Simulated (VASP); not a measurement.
Crystal: Li.

```
Li
1.0
     4.45444    0.00000    0.00000
     0.00000    4.45444    0.00000
     0.00000    0.00000    4.45444
Li
4
Direct
  0.87457 0.12543 0.62543
  0.37457 0.37457 0.37457
  0.12543 0.62543 0.87457
  0.62543 0.87457 0.12543
```

```yaml
Program: VASP 6.6.1
Task: relaxation of cell and atoms
Functional: PBEsol
Dispersion: D3(BJ)
Potentials_or_basis: VASP PAW PBE potentials, release 64 (Li_sv)
Cutoff: 600 eV
k_mesh: 5 × 5 × 5
Occupations: fermi-dirac, width 0.15 eV
Spin: no spin polarisation
```

At the start: pressure -0.9 GPa; volume 22.10 Å³/atom.

Question: How do energy, volume and symmetry change on relaxing?

Answer: Over 5 steps the energy falls by 6.7 meV/atom and the volume is 19.91 Å³/atom (-9.9 %); space group P4_132 (No. 213, to 0.05 Å).

Step by step:
```
step  energy change (eV)  largest force (eV/Å)  pressure (GPa)  volume (Å³)
   1              0.0000                0.0048           -0.88        88.39
   2             -0.0080                0.0055           -0.76        86.84
   3             -0.0238                0.0068           -0.33        82.32
   4             -0.0130                0.0092            0.84        73.76
   5             -0.0270                0.0079           -0.02        79.62
```

Final structure:
```xyz
4
Lattice="4.3021 0.0000 0.0000 0.0000 4.3021 0.0000 0.0000 0.0000 4.3021" Properties=species:S:1:pos:R:3 pbc="T T T"
Li    3.7617    0.5404    2.6914
Li    1.6107    1.6107    1.6107
Li    0.5404    2.6914    3.7617
Li    2.6914    3.7617    0.5404
```

Caveat: the cutoff is under 1.25 times the usual one of these potentials, so pressure, stress and relaxed cells hold a basis-set (Pulay) error; the PAW data sets were made with another functional, which shifts forces and pressure a little; pairwise dispersion overbinds metals, which lowers pressure and volume.
